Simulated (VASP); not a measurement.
Write the native input for VASP 6.6.1 that does the following.

```yaml
Task: single point
Functional: PBEsol
Dispersion: D4
Potentials_or_basis: VASP PAW PBE potentials, release 64 (Ta_pv, N)
Cutoff: 520 eV
k_mesh: 10 × 10 × 5
Occupations: fermi-dirac, width 0.02 eV
Spin: no spin polarisation
Dipole_correction: no
Further_INCAR_settings: ALGO = Normal; EDIFF = 1e-06; NBANDS = 24
```

The structure of TaN lies in POSCAR:

```
TaN
1.0
    3.1237644157      0.0000000000      0.0000000000
   -1.5618822078      2.7052593394      0.0000000000
    0.0000000000      0.0000000000      6.0477078218
Ta N
2 2
Direct
    0.3333333333      0.6666666667      0.0298993550
    0.6666666667      0.3333333333      0.5298993550
    0.3333333333      0.6666666667      0.3551006450
    0.6666666667      0.3333333333      0.8551006450
```

These files were run (other wordings do the same):

INCAR

```
SYSTEM = TaN
  PREC = Accurate
  ENCUT = 520
  EDIFF = 1E-6
  ISMEAR = -1
  SIGMA = 0.02
  LREAL = .FALSE.
  LASPH = .TRUE.
  NELM = 60
  ALGO = Normal
  ISIF = 2
  LWAVE = .FALSE.
  LCHARG = .FALSE.
  GGA = PS
  IVDW = 13
  NBANDS = 24
```

KPOINTS

```
regular mesh
0
G
  10 10 5
  0 0 0
```

Potentials or basis: VASP PAW PBE potentials, release 64 (Ta_pv, N).

Launch:

```console
$ cat potpaw_PBE.64/Ta_pv/POTCAR potpaw_PBE.64/N/POTCAR > POTCAR
$ mpirun -np 1 vasp_std > vasp.out
```

It gave:

```
Pressure                   : -1.5 GPa
Largest force              : 0.030 eV/Å
Band gap on the k mesh     : zero (bands 16 and 17 overlap by 0.48 eV)
Dispersion energy per atom : -0.157 eV
```

Caveat: the PAW data sets were made with another functional, which shifts forces and pressure a little; spin-orbit coupling is left out, which moves the levels of the heavy elements.

It took 96 s on 1 thread of Intel Xeon 8259CL (shared host), peak memory 0.19 GiB.
